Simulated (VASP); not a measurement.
A run of VASP 6.6.1 is set up as follows.

INCAR

```
SYSTEM = HfC
PREC = Accurate
ENCUT = 520
EDIFF = 1E-6
ISMEAR = 0
SIGMA = 0.15
LREAL = .FALSE.
LASPH = .TRUE.
NELM = 60
ALGO = Normal
ISIF = 2
LWAVE = .FALSE.
LCHARG = .TRUE.
GGA = PE
LELF = .TRUE.
LVHAR = .TRUE.
NBANDS = 14
```

File KPOINTS:

```
Automatic mesh
0
G
  20 20 20
  0 0 0
```

The input POSCAR:

```
HfC
1.0
    0.0000000000      2.0714437955      2.9290215268
    2.0714437955      0.0000000000      2.9290215268
    2.0714437955      2.0714437955      0.0000000000
Hf C
1 1
Direct
    0.5000000000      0.5000000000      0.5000000000
    0.0000000000      0.0000000000      0.0000000000
```

Potentials or basis: VASP PAW PBE potentials, release 64 (Hf_pv, C).

Launch:

```bash
$ cat potpaw_PBE.64/Hf_pv/POTCAR potpaw_PBE.64/C/POTCAR > POTCAR
$ mpirun -np 1 vasp_std > vasp.out
```

Q: Estimate the pressure.

A: 50.8 GPa.

Q: Predict the band gap on the k mesh.

A: Zero (band 7 reaches 7.43 eV, above the bottom of band 8 at 5.38 eV).

Stress tensor (GPa, compression positive):
```
 90.74   0.00   0.00
  0.00  90.74   0.00
  0.00   0.00 -29.11
```

Caveat: spin-orbit coupling is left out, which moves the levels of the heavy elements.
